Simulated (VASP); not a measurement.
# C10O in VASP: further runs, part 2 of 2

VASP 6.6.1. Earlier steps stand in the parts before.

**4. Single point, PBE**

INCAR

```
PREC = Accurate
ENCUT = 520
EDIFF = 1E-6
ISMEAR = 0
SIGMA = 0.1
LREAL = False
LASPH = True
NELM = 60
ALGO = Normal
ISIF = 2
LWAVE = False
LCHARG = False
LDIPOL = True
IDIPOL = 3
DIPOL = 0.5 0.5 0.319
GGA = PE
NBANDS = 34
```

KPOINTS

```
Automatic mesh
0
Gamma
  7 3 1
```

POSCAR

```
C10O
1.0
    4.2718357708      0.0000000000      0.0000000000
   -2.1359178854      8.6110540238      0.0000000000
    0.0000000000      0.0000000000     20.2788010491
C O
10 1
Direct
    0.1564123854      0.9794914374      0.1972503202
    0.8230790520      0.9794914374      0.1972503202
    0.6461581040      0.9589828748      0.2574344482
    0.3128247708      0.9589828748      0.2574344482
    0.1338042908      0.9383829247      0.3175270418
    0.8045779619      0.9383827251      0.3175270445
    0.6222261577      0.9176688648      0.3778998052
    0.2954420376      0.9176688691      0.3778997289
    0.0947395260      0.8987957680      0.4329048751
    0.8040524743      0.8987950712      0.4329053295
    0.0947395260      1.3987957680      0.3406595270
```

Potentials or basis: VASP PAW PBE potentials, release 64 (C, O).

Command:

```
$ cat potpaw_PBE.64/C/POTCAR potpaw_PBE.64/O/POTCAR > POTCAR
$ mpirun -np 1 vasp_std > vasp.out
```

OUTCAR:

```text
PREC = Accurate
   ENCUT = 520
   EDIFF = 1E-6
   ISMEAR = 0
   LREAL = False
   LASPH = True
   NELM = 60
   ISIF = 2
   GGA = PE

 ion  position               nearest neighbor table
   1  0.156  0.979  0.197-   4 1.42   2 1.42
   2  0.823  0.979  0.197-   3 1.42   1 1.42
   3  0.646  0.959  0.257-   4 1.42   2 1.42   6 1.43
   4  0.313  0.959  0.257-   3 1.42   1 1.42   5 1.43
   5  0.134  0.938  0.318-   6 1.41   4 1.43   8 1.44
   6  0.805  0.938  0.318-   5 1.41   3 1.43   7 1.44
   7  0.622  0.918  0.378-  10 1.39   8 1.40   6 1.44
   8  0.295  0.918  0.378-   9 1.39   7 1.40   5 1.44
   9  0.095  0.899  0.433-  10 1.24   8 1.39
  10  0.804  0.899  0.433-   9 1.24   7 1.39
  11  0.095  0.399  0.341-

  LATTYP: Found a base centered orthorhombic cell.
 ALAT       =     4.2718357708
 B/A-ratio  =     4.0315473187
 C/A-ratio  =     4.7470928512

  Lattice vectors:

 A1 = (   2.1359178854,  -8.6110540238,   0.0000000000)
 A2 = (   2.1359178854,   8.6110540238,   0.0000000000)
 A3 = (   0.0000000000,   0.0000000000,  20.2788010491)

Analysis of symmetry for initial positions (statically):
=====================================================================
 Subroutine PRICEL returns:
 Original cell was already a primitive cell.

 Routine SETGRP: Setting up the symmetry group for a
 base centered orthorhombic supercell.

 Subroutine GETGRP returns: Found  1 space group operations
 (whereof  1 operations were pure point group operations)
 out of a pool of  8 trial point group operations.

The static configuration has the point symmetry C_1 .

Analysis of symmetry for dynamics (positions and initial velocities):
=====================================================================
 Subroutine PRICEL returns:
 Original cell was already a primitive cell.

 Routine SETGRP: Setting up the symmetry group for a
[... 166 lines left out ...]
  volume of cell :      745.96
 maximum number of plane-waves:     20148
   NGX = 15   NGY = 33   NGZ = 75

 dipolmoment           0.000000      0.000000      0.000161 electrons x Angstroem

 number of electron      46.0000002 magnetization

 dipolmoment           0.000000      0.000000     -0.006913 electrons x Angstroem

 Free energy of the ion-electron system (eV)
  ---------------------------------------------------
  ext. energy  EPLUGINS =         0.00000000
  ---------------------------------------------------
  free energy    TOTEN  =       -83.37286625 eV

  energy without entropy =      -83.22531215  energy(sigma->0) =      -83.29908920

 E-fermi :  -5.3331     XC(G=0):  -2.2548

 val. band max:       -5.3587141042   @ k =   0.4286   0.3333   0.0000
 cond. band min:      -5.3246538298   @ k =  -0.1429   0.3333   0.0000
 fundamental gap:      0.0340602744
 Fermi energy:        -5.3330921821

 k-point     1 :       0.0000    0.0000    0.0000
  band No.  band energies     occupation
      1     -23.4345      2.00000
      2     -21.6961      2.00000
      3     -20.1912      2.00000
      4     -19.0032      2.00000
      5     -18.2361      2.00000
      6     -17.5522      2.00000
[... 396 lines left out ...]
     33       1.7717      0.00000
     34       1.9870      0.00000

------------------------ aborting loop because EDIFF is reached ----------------------------------------

 vacuum level on the upper side and lower side of the slab       (xc-potential included)        -0.113        -0.085

  FORCE on cell =-STRESS in cart. coord.  units (eV):
  Direction    XX          YY          ZZ          XY          YZ          ZX
  --------------------------------------------------------------------------------------
  -------------------------------------------------------------------------------------
  Total       -2.0043219     -0.7525572     -3.7378779     -0.0032122      0.4946132      0.0012284
  in kB       -4.3049183     -1.6163557     -8.0282808     -0.0068992      1.0623392      0.0026383
  external PRESSURE =      -4.6498516 kB  Pullay stress =       0.0000000 kB

 VOLUME and BASIS-vectors are now :
 -----------------------------------------------------------------------------
  energy-cutoff  :      520.00
  volume of cell :      745.96
      direct lattice vectors                 reciprocal lattice vectors
     4.271835771  0.000000000  0.000000000     0.234091396  0.058064901  0.000000000
    -2.135917885  8.611054024  0.000000000     0.000000000  0.116129802  0.000000000
     0.000000000  0.000000000 20.278801049     0.000000000  0.000000000  0.049312580

 POSITION                                       TOTAL-FORCE (eV/Angst)
 -----------------------------------------------------------------------------------
     -1.42395      8.43445      4.00000        -7.376194     -0.185105      1.291846
      1.42395      8.43445      4.00000         7.376071     -0.184475      1.292991
      0.71197      8.25785      5.22046        -0.467794      0.180083     -1.207537
     -0.71197      8.25785      5.22046         0.467815      0.177427     -1.207295
     -1.43272      8.08047      6.43907        -0.129534      0.012380     -0.040439
      1.43272      8.08046      6.43907         0.128745      0.015022     -0.038274
      0.69798      7.90210      7.66335         0.011937     -0.004780      0.037826
     -0.69799      7.90210      7.66335        -0.010986     -0.007436      0.038770
     -1.51504      7.73958      8.77879        -0.140962      0.010948     -0.081573
      1.51503      7.73957      8.77880         0.141064      0.012494     -0.081697
     -0.44708      3.43405      6.90817        -0.000163     -0.026558     -0.004617
 -----------------------------------------------------------------------------------
    total drift:                               -0.000284     -0.000367      0.000079

  FREE ENERGIE OF THE ION-ELECTRON SYSTEM (eV)
  ---------------------------------------------------
  free  energy   TOTEN  =       -83.3728662476 eV

  energy  without entropy=      -83.2253121463  energy(sigma->0) =      -83.29908920

 vacuum level on the upper side and lower side of the slab         1.106         1.133
```

OSZICAR:

```text
N       E                     dE             d eps       ncg     rms          rms(c)
DAV:   1     0.379643692852E+03    0.37964E+03   -0.15836E+04   844   0.953E+02
DAV:   2    -0.463588991446E+01   -0.38428E+03   -0.36711E+03  1180   0.212E+02
DAV:   3    -0.865790476728E+02   -0.81943E+02   -0.80408E+02   902   0.104E+02
DAV:   4    -0.896903915501E+02   -0.31113E+01   -0.30768E+01   866   0.266E+01
[... 24 lines left out ...]
DAV:  29    -0.833728509950E+02   -0.12350E-04   -0.41974E-07   590   0.151E-03    0.132E-03
DAV:  30    -0.833728596635E+02   -0.86685E-05   -0.29571E-07   574   0.134E-03    0.100E-03
DAV:  31    -0.833728638659E+02   -0.42024E-05   -0.14308E-07   574   0.897E-04    0.255E-04
DAV:  32    -0.833728654727E+02   -0.16068E-05   -0.56913E-08   580   0.594E-04    0.818E-04
DAV:  33    -0.833728662476E+02   -0.77485E-06   -0.42357E-08   556   0.437E-04
   1 F= -.83372866E+02 E0= -.83299089E+02  d E =-.147554E+00
```

stdout:

```text
POSCAR found type information on POSCAR C O
 POSCAR found :  2 types and      11 ions
 scaLAPACK will be used
 LDA part: xc-table for (Slater+PW92), standard interpolation
 -----------------------------------------------------------------------------
|                                                                             |
|           W    W    AA    RRRRR   N    N  II  N    N   GGGG   !!!           |
|           W    W   A  A   R    R  NN   N  II  NN   N  G    G  !!!           |
|           W    W  A    A  R    R  N N  N  II  N N  N  G       !!!           |
|           W WW W  AAAAAA  RRRRR   N  N N  II  N  N N  G  GGG   !            |
|           WW  WW  A    A  R   R   N   NN  II  N   NN  G    G                |
|           W    W  A    A  R    R  N    N  II  N    N   GGGG   !!!           |
|                                                                             |
|     Your reciprocal lattice and k-lattice belong to different lattice       |
|     classes:                                                                |
|                                                                             |
|        The reciprocal lattice is base centered orthorhombic,                |
|        whereas your k-lattice is simple monoclinic.                         |
|                                                                             |
|     Results are often still useful ...                                      |
|                                                                             |
 -----------------------------------------------------------------------------

 POSCAR, INCAR and KPOINTS ok, starting setup
 FFT: planning ... GRIDC
 FFT: planning ... GRID_SOFT
 FFT: planning ... GRID
 WAVECAR not read
 entering main loop
```

It took 13 min on 1 thread of Intel Xeon 6975P-C (Granite Rapids), shared host; peak memory 0.8 GiB.

Results:

```yaml
Free_energy: -83.3729 eV
Largest_force: 7.491 eV/Å
Band_gap_on_the_k_mesh: zero (bands 23 and 24 overlap by 0.09 eV)
```

Forces in eV/Å, atoms in the order of the input:
```
C   -7.376 -0.185  1.292
C    7.376 -0.184  1.293
C   -0.468  0.180 -1.208
C    0.468  0.177 -1.207
C   -0.130  0.012 -0.040
C    0.129  0.015 -0.038
C    0.012 -0.005  0.038
C   -0.011 -0.007  0.039
C   -0.141  0.011 -0.082
C    0.141  0.012 -0.082
O    0.000 -0.027 -0.005
```

**5. Single point, PBE**

INCAR

```
SYSTEM = C10O
  ALGO = Normal
  DIPOL = 0.5 0.5 0.332
  EDIFF = 1E-6
  ENCUT = 520
  GGA = PE
  IDIPOL = 3
  ISIF = 2
  ISMEAR = 0
  LASPH = .True.
  LCHARG = .False.
  LDIPOL = .True.
  LREAL = .False.
  LWAVE = .False.
  NBANDS = 34
  NELM = 60
  PREC = Accurate
  SIGMA = 0.1
```

KPOINTS

```
k-points
0
Gamma
  7 3 1
  0 0 0
```

POSCAR, as its differences from that of step 4:

```diff
@@ -18,2 +18,2 @@
     0.8040524743      0.8987950712      0.4329053295
-    0.0947395260      1.3987957680      0.3406595270
+    0.5947395260      0.8987957680      0.4851999763
```

Command:

```
$ cat potpaw_PBE.64/C/POTCAR potpaw_PBE.64/O/POTCAR > POTCAR
$ mpirun -np 1 vasp_std > vasp.out
```

Wall time 9.9 min (1 thread of Intel Xeon 6975P-C (Granite Rapids), shared host); peak memory 0.8 GiB.

Results (log left out):

| Property | Result |
| --- | --- |
| Free energy | -88.3029 eV |
| Largest force | 12.087 eV/Å |
| Band gap on the k mesh | zero (bands 23 and 24 overlap by 0.22 eV) |

Forces in eV/Å, atoms in the order of the input:
```
C    -7.200  -0.136   1.196
C     7.140  -0.179   1.205
C    -0.338   0.187  -1.357
C     0.459   0.109  -1.053
C     0.183   0.073  -0.556
C    -0.595  -0.068   0.072
C     1.110   0.382  -4.489
C    -0.488  -0.043   0.345
C     9.564   0.041  -1.370
C   -10.583   0.086   5.840
O     0.747  -0.455   0.167
```

Levels at points of the mesh, in eV from the Fermi level:
```tsv
k point	band 20	band 21	band 22	band 23	band 24	band 25	band 26	band 27
(0.00, 0.00, 0.00)	-1.21	-1.17	-0.58	0.21	0.65	1.33	1.45	2.02
```

**6. Single point, PBE**

INCAR

```
PREC     = Accurate       # precision mode
ENCUT    = 520            # plane-wave cutoff, eV
EDIFF    = 1E-6           # SCF threshold, eV
ISMEAR   = 0              # smearing method
SIGMA    = 0.1            # smearing width, eV
LREAL    = False          # projectors in reciprocal space
LASPH    = True           # aspherical terms in the spheres
NELM     = 80             # most SCF steps
ALGO     = Normal         # electronic algorithm
ISIF     = 2              # what is computed and relaxed
LWAVE    = False          # write WAVECAR
LCHARG   = False          # write CHGCAR
LDIPOL   = True         
IDIPOL   = 3            
DIPOL    = 0.5 0.5 0.321
GGA      = PE             # functional
NBANDS   = 34             # bands
```

KPOINTS

```
Automatic mesh
0
Gamma
  7 3 1
```

POSCAR, as its differences from that of step 5:

```diff
@@ -18,2 +18,2 @@
     0.8040524743      0.8987950712      0.4329053295
-    0.5947395260      0.8987957680      0.4851999763
+    0.5947395260      1.3987957680      0.3609089626
```

Potentials or basis: VASP PAW PBE potentials, release 64 (C, O).

Command:

```
$ cat potpaw_PBE.64/C/POTCAR potpaw_PBE.64/O/POTCAR > POTCAR
$ mpirun -np 1 vasp_std > vasp.out
```

Run time: 18 min. Hardware: 1 thread of Intel Xeon 6975P-C (Granite Rapids), shared host; peak memory 0.8 GiB.

The run converged. Its results:

- Free energy: -83.3692 eV
- Largest force: 7.446 eV/Å
- Band gap on the k mesh: zero (bands 23 and 24 overlap by 0.08 eV)

Forces on the atoms (eV/Å):
```
C   -7.333 -0.183  1.277
C    7.333 -0.184  1.276
C   -0.451  0.177 -1.192
C    0.450  0.177 -1.191
C   -0.123  0.011 -0.048
C    0.124  0.009 -0.048
C    0.018 -0.002  0.060
C   -0.019  0.003  0.060
C   -0.138  0.010 -0.088
C    0.138  0.008 -0.088
O    0.001 -0.027 -0.017
```

Levels at points of the mesh, in eV from the Fermi level:
```tsv
k point	band 21	band 22	band 23	band 24	band 25	band 26	band 27	band 28
(0.00, 0.00, 0.00)	-0.06	-0.06	0.05	0.89	1.29	1.40	2.32	2.65
```

**7. Overview**

| task | cell | atoms held fixed (from 0) | gap on the mesh (eV) | largest force (eV/Å) |
| --- | --- | --- | --- | --- |
| relaxation of the atoms | atoms relaxed, atomic positions A | [0, 1, 2, 3, 4, 5, 6, 7, 8, 9, 10] | none | - |
| single point | as given, atomic positions B | - | none | 7.01 |
| single point | as given, atomic positions C | - | none | 7.49 |
| single point | as given, atomic positions A | - | none | 12.09 |
| single point | as given, atomic positions D | - | none | 7.45 |

Alike in all rows: level PBE; potentials or basis VASP PAW PBE potentials, release 64 (C, O); no spin polarisation; k mesh 7 × 3 × 1; cutoff (eV) 520; smearing gaussian 0.1 eV.

Total energies depend on the potentials used, so only differences within one code and one set of settings carry meaning.
